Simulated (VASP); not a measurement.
# Si2W in VASP: single point with PBE

Aim: the single point of Si2W with PBE.

Program: VASP 6.6.1. These are calculated values, not measurements. Logs are shortened: lines on timing, memory, paths and dates and some standing lists are left out, and cuts for length are marked.

### Step 1. The cell of the first run

The typed cell holds 6 atoms: a = 3.228 Å, b = 4.549 Å, c = 6.446 Å, α = 69.53°, β = 75.50°, γ = 69.21°.

### Step 2. Single point, PBE

INCAR reads:

```
ALGO = Normal
EDIFF = 1E-6
ENCUT = 520
GGA = PE
ISIF = 2
ISMEAR = 0
LASPH = True
LCHARG = False
LREAL = False
LWAVE = False
NBANDS = 31
NELM = 100
PREC = Accurate
SIGMA = 0.2
```

KPOINTS reads:

```
k-points
0
Gamma
  8 8 8
```

POSCAR reads:

```
Si2W
1.0
   -0.0000127638      3.2283826355     -0.0000375318
    1.6152692042      1.6142220121     -3.9337927390
   -4.8451602620      1.6142418845     -3.9335573977
Si W
4 2
Direct
    0.3345813819      0.4980956005      0.8326860502
    0.3346428465      0.9981068861      0.3326795438
    0.6654197992      0.0018951236      0.6673121860
    0.6653577349      0.5018934437      0.1673226049
    0.0000148196      1.0000077926      1.0000011188
    0.9999834178      0.5000011534      0.4999984963
```

Potentials or basis: VASP PAW PBE potentials, release 64 (Si, W_sv).

Started as:

```
$ cat potpaw_PBE.64/Si/POTCAR potpaw_PBE.64/W_sv/POTCAR > POTCAR
$ mpirun -np 1 vasp_std > vasp.out
```

OUTCAR:

```text
EDIFF = 1E-6
   ENCUT = 520
   GGA = PE
   ISIF = 2
   ISMEAR = 0
   LASPH = True
   LREAL = False
   NELM = 100
   PREC = Accurate

 ion  position               nearest neighbor table
   1  0.335  0.498  0.833-   3 2.60   6 2.63   6 2.63   5 2.63   5 2.63   5 2.63   3 2.64   4 2.64
                             4 2.64   3 2.64
   2  0.335  0.998  0.333-   4 2.60   5 2.63   5 2.63   6 2.63   6 2.63   6 2.63   4 2.64   3 2.64
                             3 2.64   4 2.64
   3  0.665  0.002  0.667-   1 2.60   5 2.63   5 2.63   6 2.63   6 2.63   6 2.63   1 2.64   2 2.64
                             2 2.64   1 2.64
   4  0.665  0.502  0.167-   2 2.60   6 2.63   6 2.63   5 2.63   5 2.63   5 2.63   2 2.64   1 2.64
                             2 2.64   1 2.64
   5  0.000  0.000  0.000-   2 2.63   3 2.63   2 2.63   3 2.63   1 2.63   4 2.63   1 2.63   4 2.63
                             4 2.63   1 2.63   6 3.23   6 3.23
   6  1.000  0.500  0.500-   4 2.63   1 2.63   1 2.63   4 2.63   2 2.63   3 2.63   3 2.63   2 2.63
                             3 2.63   2 2.63   5 3.23   5 3.23

  LATTYP: Found a base centered monoclinic cell.
 ALAT       =    17.9659056413
 B/A-ratio  =     0.1796949567
 C/A-ratio  =     0.3595938663
 COS(beta)  =    -0.8990193444

  Lattice vectors:

 A1 = (   8.0756986704,   1.6142021397,  -3.9340280803)
 A2 = (   8.0757114342,  -1.6141804958,  -3.9339905485)
 A3 = (  -6.4604294662,   0.0000198724,   0.0002353413)

Analysis of symmetry for initial positions (statically):
=====================================================================
 Subroutine PRICEL returns:
 Original cell was already a primitive cell.

 Routine SETGRP: Setting up the symmetry group for a
 base centered monoclinic supercell.

 Subroutine GETGRP returns: Found  1 space group operations
 (whereof  1 operations were pure point group operations)
 out of a pool of  4 trial point group operations.

The static configuration has the point symmetry C_1 .

Analysis of symmetry for dynamics (positions and initial velocities):
=====================================================================
 Subroutine PRICEL returns:
 Original cell was already a primitive cell.

 Routine SETGRP: Setting up the symmetry group for a
 base centered monoclinic supercell.

 Subroutine GETGRP returns: Found  1 space group operations
 (whereof  1 operations were pure point group operations)
 out of a pool of  4 trial point group operations.

The dynamic configuration has the point symmetry C_1 .

 Subroutine INISYM returns: Found  1 space group operations
 (whereof  1 operations are pure point group operations),
 and found     1 'primitive' translations

----------------------------------------------------------------------------------------

                                     Primitive cell

  volume of cell :      82.0445

  direct lattice vectors                    reciprocal lattice vectors
    -0.000012764  3.228382636 -0.000037532     0.000005583  0.309754104  0.127109114
     1.615269204  1.614222012 -3.933792739     0.154781526 -0.000001605 -0.190652840
    -4.845160262  1.614241884 -3.933557398    -0.154790787 -0.000001351 -0.063559772

  length of vectors
     3.228382636  4.548574790  6.446256947     0.334819850  0.245572446  0.167332102

  position of ions in fractional coordinates (direct lattice)
     0.334581382  0.498095601  0.832686050
     0.334642847  0.998106886  0.332679544
     0.665419799  0.001895124  0.667312186
     0.665357735  0.501893444  0.167322605
     0.000014820  0.000007793  0.000001119
     0.999983418  0.500001153  0.499998496

  ion indices of the primitive-cell ions
   primitive index   ion index
                 1           1
                 2           2
                 3           3
                 4           4
                 5           5
                 6           6

----------------------------------------------------------------------------------------

 KPOINTS: k-points

Automatic generation of k-mesh.
 Grid dimensions read from file:
 generate k-points for:    8    8    8

 Generating k-lattice:

  Cartesian coordinates                     Fractional coordinates (reciprocal lattice)
     0.000000698  0.038719263  0.015888639     0.125000000  0.000000000  0.000000000
     0.019347691 -0.000000201 -0.023831605    -0.000000000  0.125000000  0.000000000
    -0.019348848 -0.000000169 -0.007944972     0.000000000  0.000000000  0.125000000

  Length of vectors
     0.041852481  0.030696556  0.020916513

  Shift w.r.t. Gamma in fractional coordinates (k-lattice)
     0.000000000  0.000000000  0.000000000

 Subroutine IBZKPT returns following result:
 ===========================================

 Found    260 irreducible k-points:

 Following reciprocal coordinates:
            Coordinates               Weight
  0.000000  0.000000  0.000000      1.000000
  0.125000  0.000000  0.000000      2.000000
  0.125000  0.125000  0.125000      2.000000
  0.250000  0.000000  0.000000      2.000000
  0.250000  0.250000  0.250000      2.000000
  0.375000 -0.000000  0.000000      2.000000
[... 16 lines left out ...]
 -0.125000  0.125000 -0.000000      2.000000
 -0.125000 -0.250000 -0.125000      2.000000
 [... further k-points ...]
   k-points           NKPTS =    260   k-points in BZ     NKDIM =    260   number of bands    NBANDS=     31
   number of dos      NEDOS =    301   number of ions     NIONS =      6
   total plane-waves  NPLWV =  41472
   dimension x,y,z NGX =    24 NGY =   36 NGZ =   48
   dimension x,y,z NGXF=    48 NGYF=   72 NGZF=   96
   ions per type =               4   2
   NGX,Y,Z   is equivalent  to a cutoff of  12.36, 13.16, 12.38 a.u.
   NGXF,Y,Z  is equivalent  to a cutoff of  24.72, 26.32, 24.76 a.u.
 SYSTEM =  unknown system
   PREC   = accura    normal or accurate (medium, high low for compatibility)
   ISTART =      0    job   : 0-new  1-cont  2-samecut
   ICHARG =      2    charge: 1-file 2-atom 10-const
   ISPIN  =      1    spin polarized calculation?
   LNONCOLLINEAR =      F non collinear calculations
   LSORBIT =      F    spin-orbit coupling
   LASPH  =      T    aspherical Exc in radial PAW
   ENCUT  =  520.0 eV  38.22 Ry    6.18 a.u.   6.00  8.46 11.99*2*pi/ulx,y,z
   NELM   =    100;   NELMIN=  2; NELMDL= -5     # of ELM steps
   EDIFF  = 0.1E-05   stopping-criterion for ELM
   LREAL  =      F    real-space projection
   EDIFFG = 0.1E-04   stopping-criterion for IOM
   NSW    =      0    number of steps for IOM
   IBRION =     -1    ionic relax: 0-MD 1-quasi-New 2-CG
   NFREE  =      0    steps in history (QN), initial steepest desc. (CG)
   ISIF   =      2    stress and relaxation
   ISYM   =      2    0-nonsym 1-usesym 2-fastsym
   POTIM  = 0.5000    time-step for ionic-motion
   TEBEG  =    0.0;   TEEND  =   0.0 temperature during run
   PSTRESS=    0.0 pullay stress
   NELECT =      44.0000    total number of electrons
   NUPDOWN=      -1.0000    fix difference up-down
   EMIN   =  10.00;   EMAX   =-10.00  energy-range for DOS
   EFERMI =   0.00;   METHOD = LEGACY
   ISMEAR =     0;   SIGMA  =   0.20  broadening in eV -4-tet -1-fermi 0-gaus
   EFERMI_NEDOS =   21; number of points for ismear=-14 and -15
   IALGO  =     38    algorithm
   IMIX   =      4    mixing-type and parameters
     AMIX     =   0.40;   BMIX     =  1.00
     AMIX_MAG =   1.60;   BMIX_MAG =  1.00
  volume/ion in A,a.u.               =      13.67        92.28
  Fermi-wavevector in a.u.,A,eV,Ry     =   1.330074  2.513476 24.070041  1.769098
  Thomas-Fermi vector in A             =   2.459189
   LORBIT       =      0    0 simple, 1 ext, 2 COOP (PROOUT), +10 PAW based schemes
   GGA     = PE    functional components
   LHFCALC =     F    Hartree Fock is set to
   AEXX    =    0.0000 exact exchange contribution
   IVDW    =     0    specifies the selected vdW correction
   LEPSILON=     F    determine dielectric tensor
   LRPA    =     F    only Hartree local field effects (RPA)
 non-spin polarized calculation
 Gauss-broadening in eV      SIGMA  =   0.20
  energy-cutoff  :      520.00
  volume of cell :       82.04
 maximum number of plane-waves:      2233
   NGX = 13   NGY = 17   NGZ = 23

 number of electron      43.9999998 magnetization

 Free energy of the ion-electron system (eV)
  ---------------------------------------------------
  ext. energy  EPLUGINS =         0.00000000
  ---------------------------------------------------
  free energy    TOTEN  =       -49.63800467 eV

  energy without entropy =      -49.62982593  energy(sigma->0) =      -49.63391530

 E-fermi :  11.7351     XC(G=0): -12.4600

 val. band max:       11.7025564303   @ k =  -0.0000   0.3750   0.5000
 cond. band min:      11.7532232477   @ k =   0.0000  -0.3750   0.2500
 fundamental gap:      0.0506668174
 Fermi energy:        11.7350736976

 k-point     1 :       0.0000    0.0000    0.0000
  band No.  band energies     occupation
      1     -62.1295      2.00000
      2     -62.1225      2.00000
      3     -26.5665      2.00000
      4     -26.3779      2.00000
      5     -26.3627      2.00000
      6     -26.3623      2.00000
[... 23 lines left out ...]
     30      16.0618      0.00000
     31      16.3019      0.00000

 k-point     2 :       0.1250    0.0000    0.0000
  band No.  band energies     occupation
      1     -62.1286      2.00000
      2     -62.1216      2.00000
      3     -26.5622      2.00000
      4     -26.3926      2.00000
      5     -26.3756      2.00000
      6     -26.3723      2.00000
[... 23 lines left out ...]
     30      16.3400      0.00000
     31      16.5571      0.00000

 k-point     3 :       0.1250    0.1250    0.1250
  band No.  band energies     occupation
      1     -62.1286      2.00000
      2     -62.1216      2.00000
      3     -26.5622      2.00000
      4     -26.3926      2.00000
      5     -26.3756      2.00000
      6     -26.3723      2.00000
[... 703 lines left out ...]
     30      15.9225      0.00000
     31      17.5638      0.00000

 k-point    24 :      -0.1250   -0.2500   -0.1250
  band No.  band energies     occupation
      1     -62.1283      2.00000
      2     -62.1218      2.00000
      3     -26.5547      2.00000
      4     -26.3922      2.00000
      5     -26.3774      2.00000
      6     -26.3732      2.00000
[... 23 lines left out ...]
     30      15.9224      0.00000
     31      17.5704      0.00000

 [... further k-points ...]

------------------------ aborting loop because EDIFF is reached ----------------------------------------

  FORCE on cell =-STRESS in cart. coord.  units (eV):
  Direction    XX          YY          ZZ          XY          YZ          ZX
  --------------------------------------------------------------------------------------
  -------------------------------------------------------------------------------------
  Total        0.0379779      0.0319993     -0.0093127      0.0007689      0.0022127      0.0074895
  in kB        0.7416379      0.6248872     -0.1818602      0.0150150      0.0432103      0.1462553
  external PRESSURE =       0.3948883 kB  Pullay stress =       0.0000000 kB

 VOLUME and BASIS-vectors are now :
 -----------------------------------------------------------------------------
  energy-cutoff  :      520.00
  volume of cell :       82.04
      direct lattice vectors                 reciprocal lattice vectors
    -0.000012764  3.228382636 -0.000037532     0.000005583  0.309754104  0.127109114
     1.615269204  1.614222012 -3.933792739     0.154781526 -0.000001605 -0.190652840
    -4.845160262  1.614241884 -3.933557398    -0.154790787 -0.000001351 -0.063559772

 POSITION                                       TOTAL-FORCE (eV/Angst)
 -----------------------------------------------------------------------------------
     -3.22994      3.22835     -5.23484         0.000855      0.000530     -0.003276
      0.00032      3.22855     -5.23497         0.000823     -0.000886     -0.002747
     -3.23018      3.22849     -2.63239        -0.001260     -0.000380      0.002474
     -0.00002      3.22830     -2.63254        -0.000171      0.000859      0.002851
      0.00001      0.00006     -0.00004        -0.000014     -0.000729      0.000794
     -1.61495      4.84256     -3.93371        -0.000233      0.000607     -0.000095
 -----------------------------------------------------------------------------------
    total drift:                                0.000002      0.000002     -0.000005

  FREE ENERGIE OF THE ION-ELECTRON SYSTEM (eV)
  ---------------------------------------------------
  free  energy   TOTEN  =       -49.6380046663 eV

  energy  without entropy=      -49.6298259323  energy(sigma->0) =      -49.63391530
```

Wall time 2.8 min (1 thread of Intel Xeon 6975P-C (Granite Rapids), shared host); peak memory 0.58 GiB.

What came out:

```yaml
Free_energy: -49.6380 eV
Pressure: 0.0 GPa
Largest_force: 0.003 eV/Å
Band_gap_on_the_k_mesh: zero (bands 22 and 23 overlap by 1.13 eV)
```

Forces in eV/Å, atoms in the order of the input:
```
Si   0.001  0.001 -0.003
Si   0.001 -0.001 -0.003
Si  -0.001  0.000  0.002
Si   0.000  0.001  0.003
W    0.000 -0.001  0.001
W    0.000  0.001  0.000
```

Stress tensor (GPa, compression positive):
```
 0.07  0.00  0.01
 0.00  0.06  0.00
 0.01  0.00 -0.02
```

Caveat: spin-orbit coupling is left out, which moves the levels of the heavy elements.

The gap in the log of VASP goes by the Fermi energy; the results here count the filled bands.